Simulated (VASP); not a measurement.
# Rb2MnN6 (Fm-3m) in VASP: single point with r2SCAN

Aim: the single point of Rb2MnN6 with r2SCAN.

All numbers are computed with VASP 6.6.1; they aren't measurements. Logs are shortened: lines on timing, memory, paths and dates and some standing lists are left out, and cuts for length are marked.

## 1. The cell of the first run

Symmetry: Fm-3m, No. 225, cubic system. Conventional cell: a = 8.143 Å, b = 8.143 Å, c = 8.143 Å, α = 90.00°, β = 90.00°, γ = 90.00°. Within 3.8 Å of Rb (site symmetry -43m) lie 12 N at 2.90 Å and 4 Mn at 3.53 Å. Mn (site symmetry m-3m) has 6 N at 1.67 Å within 2.2 Å. N (site symmetry 4mm) has 1 Mn at 1.67 Å within 2.2 Å.

## 2. Single point, r2SCAN

POSCAR reads:

```
Rb2MnN6
1.0
    0.0000000000      4.0715830000      4.0715830000
    4.0715830000      0.0000000000      4.0715830000
    4.0715830000      4.0715830000      0.0000000000
Rb Mn N
2 1 6
Direct
    0.2500000000      0.2500000000      0.2500000000
    0.7500000000      0.7500000000      0.7500000000
    0.0000000000      0.0000000000      0.0000000000
    0.7950000000      0.2050000000      0.2050000000
    0.2050000000      0.7950000000      0.2050000000
    0.2050000000      0.7950000000      0.7950000000
    0.7950000000      0.2050000000      0.7950000000
    0.2050000000      0.2050000000      0.7950000000
    0.7950000000      0.7950000000      0.2050000000
```

INCAR.step1 reads:

```
PREC     = Accurate       # precision mode
ENCUT    = 660            # plane-wave cutoff, eV
ISMEAR   = -1             # smearing method
SIGMA    = 0.1            # smearing width, eV
LREAL    = F              # projectors in reciprocal space
LASPH    = T              # aspherical terms in the spheres
NELM     = 120            # most SCF steps
NBANDS   = 40             # bands
GGA      = PE             # functional
ALGO     = Normal         # electronic algorithm
EDIFF    = 1E-5           # SCF threshold, eV
LWAVE    = T              # write WAVECAR
LCHARG   = F              # write CHGCAR
GGA_COMPAT= F
```

INCAR.step2 reads:

```
PREC     = Accurate       # precision mode
ENCUT    = 660            # plane-wave cutoff, eV
EDIFF    = 1E-6           # SCF threshold, eV
ISMEAR   = -1             # smearing method
SIGMA    = 0.1            # smearing width, eV
LREAL    = F              # projectors in reciprocal space
LASPH    = T              # aspherical terms in the spheres
NELM     = 120            # most SCF steps
ALGO     = Normal         # electronic algorithm
ISIF     = 2              # what is computed and relaxed
LWAVE    = F              # write WAVECAR
LCHARG   = F              # write CHGCAR
METAGGA  = R2SCAN         # meta-GGA
LMIXTAU  = T            
NBANDS   = 40             # bands
ISTART   = 1            
GGA_COMPAT= F
```

KPOINTS reads:

```
regular mesh
0
Gamma
  7 7 7
```

Potentials or basis: VASP PAW PBE potentials, release 64 (Rb_sv, Mn_pv, N).

The run is started by

```
$ cat potpaw_PBE.64/Rb_sv/POTCAR potpaw_PBE.64/Mn_pv/POTCAR potpaw_PBE.64/N/POTCAR > POTCAR
$ cp INCAR.step1 INCAR
$ mpirun -np 1 vasp_std > vasp.out
$ cp INCAR.step2 INCAR
$ mpirun -np 1 vasp_std > vasp.out
```

OUTCAR:

```text
PREC = Accurate
   ENCUT = 660
   EDIFF = 1E-6
   ISMEAR = -1
   LREAL = F
   LASPH = T
   NELM = 120
   ISIF = 2
   METAGGA = R2SCAN
   ISTART = 1

 ion  position               nearest neighbor table
   1  0.250  0.250  0.250-   4 2.90   9 2.90   5 2.90   9 2.90   8 2.90   4 2.90   5 2.90   8 2.90
                             6 2.90   7 2.90   6 2.90   7 2.90   3 3.53   3 3.53   3 3.53   3 3.53
   2  0.750  0.750  0.750-   6 2.90   7 2.90   9 2.90   9 2.90   7 2.90   8 2.90   6 2.90   8 2.90
                             4 2.90   5 2.90   4 2.90   5 2.90   3 3.53   3 3.53   3 3.53   3 3.53
   3  0.000  0.000  0.000-   4 1.67   5 1.67   6 1.67   7 1.67   8 1.67   9 1.67   2 3.53   2 3.53
                             1 3.53   2 3.53   2 3.53   1 3.53   1 3.53   1 3.53
   4  0.795  0.205  0.205-   3 1.67   1 2.90   1 2.90   2 2.90   2 2.90
   5  0.205  0.795  0.205-   3 1.67   1 2.90   1 2.90   2 2.90   2 2.90
   6  0.205  0.795  0.795-   3 1.67   2 2.90   2 2.90   1 2.90   1 2.90
   7  0.795  0.205  0.795-   3 1.67   2 2.90   2 2.90   1 2.90   1 2.90
   8  0.205  0.205  0.795-   3 1.67   2 2.90   1 2.90   2 2.90   1 2.90
   9  0.795  0.795  0.205-   3 1.67   2 2.90   2 2.90   1 2.90   1 2.90

  LATTYP: Found a face centered cubic cell.
 ALAT       =     8.1431660000

  Lattice vectors:

 A1 = (   0.0000000000,   4.0715830000,   4.0715830000)
 A2 = (   4.0715830000,   0.0000000000,   4.0715830000)
 A3 = (   4.0715830000,   4.0715830000,   0.0000000000)

Analysis of symmetry for initial positions (statically):
=====================================================================
 Subroutine PRICEL returns:
 Original cell was already a primitive cell.

 Routine SETGRP: Setting up the symmetry group for a
 face centered cubic supercell.

 Subroutine GETGRP returns: Found 48 space group operations
 (whereof 48 operations were pure point group operations)
 out of a pool of 48 trial point group operations.

The static configuration has the point symmetry O_h .

Analysis of symmetry for dynamics (positions and initial velocities):
=====================================================================
 Subroutine PRICEL returns:
 Original cell was already a primitive cell.

 Routine SETGRP: Setting up the symmetry group for a
 face centered cubic supercell.

 Subroutine GETGRP returns: Found 48 space group operations
 (whereof 48 operations were pure point group operations)
 out of a pool of 48 trial point group operations.

The dynamic configuration has the point symmetry O_h .

 Subroutine INISYM returns: Found 48 space group operations
 (whereof 48 operations are pure point group operations),
 and found     1 'primitive' translations

----------------------------------------------------------------------------------------

                                     Primitive cell

  volume of cell :     134.9957

  direct lattice vectors                    reciprocal lattice vectors
     0.000000000  4.071583000  4.071583000    -0.122802360  0.122802360  0.122802360
     4.071583000  0.000000000  4.071583000     0.122802360 -0.122802360  0.122802360
     4.071583000  4.071583000  0.000000000     0.122802360  0.122802360 -0.122802360

  length of vectors
     5.758087899  5.758087899  5.758087899     0.212699926  0.212699926  0.212699926

  position of ions in fractional coordinates (direct lattice)
     0.250000000  0.250000000  0.250000000
     0.750000000  0.750000000  0.750000000
     0.000000000  0.000000000  0.000000000
     0.795000000  0.205000000  0.205000000
     0.205000000  0.795000000  0.205000000
     0.205000000  0.795000000  0.795000000
     0.795000000  0.205000000  0.795000000
     0.205000000  0.205000000  0.795000000
     0.795000000  0.795000000  0.205000000

  ion indices of the primitive-cell ions
   primitive index   ion index
                 1           1
                 2           2
                 3           3
                 4           4
                 5           5
                 6           6
                 7           7
                 8           8
                 9           9

----------------------------------------------------------------------------------------

 KPOINTS: regular mesh

Automatic generation of k-mesh.
 Grid dimensions read from file:
 generate k-points for:    7    7    7

 Generating k-lattice:

  Cartesian coordinates                     Fractional coordinates (reciprocal lattice)
    -0.017543194  0.017543194  0.017543194     0.142857143  0.000000000  0.000000000
     0.017543194 -0.017543194  0.017543194     0.000000000  0.142857143  0.000000000
     0.017543194  0.017543194 -0.017543194     0.000000000  0.000000000  0.142857143

  Length of vectors
     0.030385704  0.030385704  0.030385704

  Shift w.r.t. Gamma in fractional coordinates (k-lattice)
     0.000000000  0.000000000  0.000000000

 Subroutine IBZKPT returns following result:
 ===========================================

 Found     20 irreducible k-points:

 Following reciprocal coordinates:
            Coordinates               Weight
  0.000000  0.000000  0.000000      1.000000
  0.142857  0.000000  0.000000      8.000000
  0.285714  0.000000  0.000000      8.000000
  0.428571  0.000000  0.000000      8.000000
  0.142857  0.142857  0.000000      6.000000
  0.285714  0.142857  0.000000     24.000000
[... 12 lines left out ...]
 -0.428571  0.428571  0.142857     24.000000
 -0.285714  0.428571  0.142857     24.000000
   k-points           NKPTS =     20   k-points in BZ     NKDIM =     20   number of bands    NBANDS=     40
   number of dos      NEDOS =    301   number of ions     NIONS =      9
   total plane-waves  NPLWV = 110592
   dimension x,y,z NGX =    48 NGY =   48 NGZ =   48
   dimension x,y,z NGXF=    96 NGYF=   96 NGZF=   96
   ions per type =               2   1   6
   NGX,Y,Z   is equivalent  to a cutoff of  13.86, 13.86, 13.86 a.u.
   NGXF,Y,Z  is equivalent  to a cutoff of  27.72, 27.72, 27.72 a.u.
 SYSTEM =  unknown system
   PREC   = accura    normal or accurate (medium, high low for compatibility)
   ISTART =      1    job   : 0-new  1-cont  2-samecut
   ICHARG =      0    charge: 1-file 2-atom 10-const
   ISPIN  =      1    spin polarized calculation?
   LNONCOLLINEAR =      F non collinear calculations
   LSORBIT =      F    spin-orbit coupling
   LASPH  =      T    aspherical Exc in radial PAW
   ENCUT  =  660.0 eV  48.51 Ry    6.96 a.u.  12.06 12.06 12.06*2*pi/ulx,y,z
   NELM   =    120;   NELMIN=  2; NELMDL=  0     # of ELM steps
   EDIFF  = 0.1E-05   stopping-criterion for ELM
   LREAL  =      F    real-space projection
   EDIFFG = 0.1E-04   stopping-criterion for IOM
   NSW    =      0    number of steps for IOM
   IBRION =     -1    ionic relax: 0-MD 1-quasi-New 2-CG
   NFREE  =      0    steps in history (QN), initial steepest desc. (CG)
   ISIF   =      2    stress and relaxation
   ISYM   =      2    0-nonsym 1-usesym 2-fastsym
   POTIM  = 0.5000    time-step for ionic-motion
   TEBEG  =    0.0;   TEEND  =   0.0 temperature during run
   PSTRESS=    0.0 pullay stress
   NELECT =      61.0000    total number of electrons
   NUPDOWN=      -1.0000    fix difference up-down
   EMIN   =  10.00;   EMAX   =-10.00  energy-range for DOS
   EFERMI =   0.00;   METHOD = LEGACY
   ISMEAR =    -1;   SIGMA  =   0.10  broadening in eV -4-tet -1-fermi 0-gaus
   EFERMI_NEDOS =   21; number of points for ismear=-14 and -15
   IALGO  =     38    algorithm
   IMIX   =      4    mixing-type and parameters
     AMIX     =   0.40;   BMIX     =  1.00
     AMIX_MAG =   1.60;   BMIX_MAG =  1.00
  volume/ion in A,a.u.               =      15.00       101.22
  Fermi-wavevector in a.u.,A,eV,Ry     =   1.256256  2.373980 21.472431  1.578179
  Thomas-Fermi vector in A             =   2.389973
   LORBIT       =      0    0 simple, 1 ext, 2 COOP (PROOUT), +10 PAW based schemes
   METAGGA = R2SCAN    functional components
   LHFCALC =     F    Hartree Fock is set to
   AEXX    =    0.0000 exact exchange contribution
   IVDW    =     0    specifies the selected vdW correction
   LEPSILON=     F    determine dielectric tensor
   LRPA    =     F    only Hartree local field effects (RPA)
 non-spin polarized calculation
  energy-cutoff  :      660.00
  volume of cell :      135.00
 maximum number of plane-waves:      5223
   NGX = 25   NGY = 25   NGZ = 25

 number of electron      60.9999996 magnetization

 Free energy of the ion-electron system (eV)
  ---------------------------------------------------
  ext. energy  EPLUGINS =         0.00000000
  ---------------------------------------------------
  free energy    TOTEN  =       -78.88046879 eV

  energy without entropy =      -78.69390225  energy(sigma->0) =      -78.78718552

 E-fermi :   1.4039     XC(G=0): -10.2822

 val. band max:        1.4025822471   @ k =  -0.1429   0.1429   0.0000
 cond. band min:       1.4255822656   @ k =   0.4286   0.2857   0.1429
 fundamental gap:      0.0230000185
 Fermi energy:         1.4038759094

 k-point     1 :       0.0000    0.0000    0.0000
  band No.  band energies     occupation
      1     -51.1081      2.00000
      2     -51.1081      2.00000
      3     -51.1081      2.00000
      4     -24.6701      2.00000
      5     -24.5633      2.00000
      6     -15.3502      2.00000
[... 32 lines left out ...]
     39       8.1486      0.00000
     40       8.1486      0.00000

 k-point     2 :       0.1429    0.0000    0.0000
  band No.  band energies     occupation
      1     -51.1081      2.00000
      2     -51.1081      2.00000
      3     -51.1081      2.00000
      4     -24.6637      2.00000
      5     -24.5676      2.00000
      6     -15.3640      2.00000
[... 763 lines left out ...]
     39       6.9908      0.00000
     40       7.9835      0.00000

 k-point    20 :      -0.2857    0.4286    0.1429
  band No.  band energies     occupation
      1     -51.1081      2.00000
      2     -51.1081      2.00000
      3     -51.1081      2.00000
      4     -24.6114      2.00000
      5     -24.6073      2.00000
      6     -15.4491      2.00000
[... 32 lines left out ...]
     39       7.1120      0.00000
     40       7.8595      0.00000

------------------------ aborting loop because EDIFF is reached ----------------------------------------

  FORCE on cell =-STRESS in cart. coord.  units (eV):
  Direction    XX          YY          ZZ          XY          YZ          ZX
  --------------------------------------------------------------------------------------
  -------------------------------------------------------------------------------------
  Total       16.9181134     16.9181134     16.9181134      0.0000000      0.0000000      0.0000000
  in kB      200.7902598    200.7902598    200.7902598      0.0000000      0.0000000      0.0000000
  external PRESSURE =     200.7902598 kB  Pullay stress =       0.0000000 kB

 VOLUME and BASIS-vectors are now :
 -----------------------------------------------------------------------------
  energy-cutoff  :      660.00
  volume of cell :      135.00
      direct lattice vectors                 reciprocal lattice vectors
     0.000000000  4.071583000  4.071583000    -0.122802360  0.122802360  0.122802360
     4.071583000  0.000000000  4.071583000     0.122802360 -0.122802360  0.122802360
     4.071583000  4.071583000  0.000000000     0.122802360  0.122802360 -0.122802360

 POSITION                                       TOTAL-FORCE (eV/Angst)
 -----------------------------------------------------------------------------------
      2.03579      2.03579      2.03579        -0.000000      0.000000      0.000000
      6.10737      6.10737      6.10737         0.000000     -0.000000      0.000000
      0.00000      0.00000      0.00000         0.000000      0.000000      0.000000
      1.66935      4.07158      4.07158         3.884928      0.000000      0.000000
      4.07158      1.66935      4.07158         0.000000      3.884928      0.000000
      6.47382      4.07158      4.07158        -3.884928      0.000000      0.000000
      4.07158      6.47382      4.07158         0.000000     -3.884928      0.000000
      4.07158      4.07158      1.66935         0.000000      0.000000      3.884928
      4.07158      4.07158      6.47382         0.000000      0.000000     -3.884928
 -----------------------------------------------------------------------------------
    total drift:                               -0.000000     -0.000000     -0.000000

  FREE ENERGIE OF THE ION-ELECTRON SYSTEM (eV)
  ---------------------------------------------------
  free  energy   TOTEN  =       -78.8804687873 eV

  energy  without entropy=      -78.6939022452  energy(sigma->0) =      -78.78718552
```

It took 13 min on 1 thread of AMD EPYC 7R43 (Zen 3), shared host; peak memory 0.41 GiB.

Results:

| Item | Value |
| --- | --- |
| Free energy | -78.8805 eV |
| Pressure | 20.1 GPa |
| Largest force | 3.885 eV/Å |
| Band gap on the k mesh | zero (an odd number of electrons rules out a gap without spin polarisation) |

Forces on the atoms (eV/Å):
```
Rb   0.000  0.000  0.000
Rb   0.000  0.000  0.000
Mn   0.000  0.000  0.000
N    3.885  0.000  0.000
N    0.000  3.885  0.000
N   -3.885  0.000  0.000
N    0.000 -3.885  0.000
N    0.000  0.000  3.885
N    0.000  0.000 -3.885
```

Caveat: the cell stands under pressure; the PAW data sets were made with another functional, which shifts forces and pressure a little; the run has no spin polarisation, though such a crystal can be magnetic.

The gap in the log of VASP goes by the Fermi energy; the results here count the filled bands.